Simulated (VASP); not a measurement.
The system is Mg2O.

```xyz
6
Lattice="-2.8695 2.8695 2.3865 2.8695 -2.8695 2.3865 2.8695 2.8695 -2.3865" Properties=species:S:1:pos:R:3 pbc="T T T"
Mg    0.9532    3.8227    0.0000
Mg    1.9162    0.9532    0.0000
Mg    1.9162   -0.9532    2.3864
Mg    0.9532    1.9162    2.3865
O     0.0000    0.0000    1.1932
O     0.0000    0.0000    3.5797
```

The cell was generated, and may not be a known phase.

* Program: VASP 6.6.1
* Task: relaxation of cell and atoms
* Functional: PBE
* Potentials or basis: VASP PAW PBE potentials, release 64 (Mg_sv, O)
* Cutoff: 840 eV
* k mesh: 4 × 4 × 4
* Occupations: gaussian, width 0.2 eV
* Spin: no spin polarisation

At the start: pressure 5.9 GPa; volume 13.10 Å³/atom.

Task: Where does the relaxation end?

Result: Over 7 steps the energy falls by 308.1 meV/atom and the volume is 13.69 Å³/atom (+4.5 %); space group I4/mcm (No. 140, to 0.1 Å) before and after.

Step by step:
```csv
step,energy change (eV),largest force (eV/Å),pressure (GPa),volume (Å³)
1,0.0000,0.7771,5.92,78.60
2,-1.3203,0.9284,-1.17,83.69
3,-1.5592,0.9448,-2.91,86.62
4,-1.7527,0.5664,-0.65,83.63
5,-1.8058,0.2374,2.25,80.64
6,-1.8467,0.0453,0.04,82.45
7,-1.8488,0.0005,0.41,82.12
```

Final structure:
```yaml
crystal:
  lattice:
    - [-2.68908, 2.68908, 2.83895]
    - [2.68908, -2.68908, 2.83895]
    - [2.68908, 2.68908, -2.83895]
  atoms:
    - { symbol: Mg, position: [0.69282, 0.19282, 0.88564] }
    - { symbol: Mg, position: [0.19282, 0.30718, 0.50000] }
    - { symbol: Mg, position: [0.30718, 0.80718, 0.11436] }
    - { symbol: Mg, position: [0.80718, 0.69282, 0.50000] }
    - { symbol: O, position: [0.25000, 0.25000, 0.00000] }
    - { symbol: O, position: [0.75000, 0.75000, 0.00000] }
```

Caveat: the k points lie up to 0.40 Å⁻¹ apart in the final cell, too coarse for converged energies and pressures of a metal.
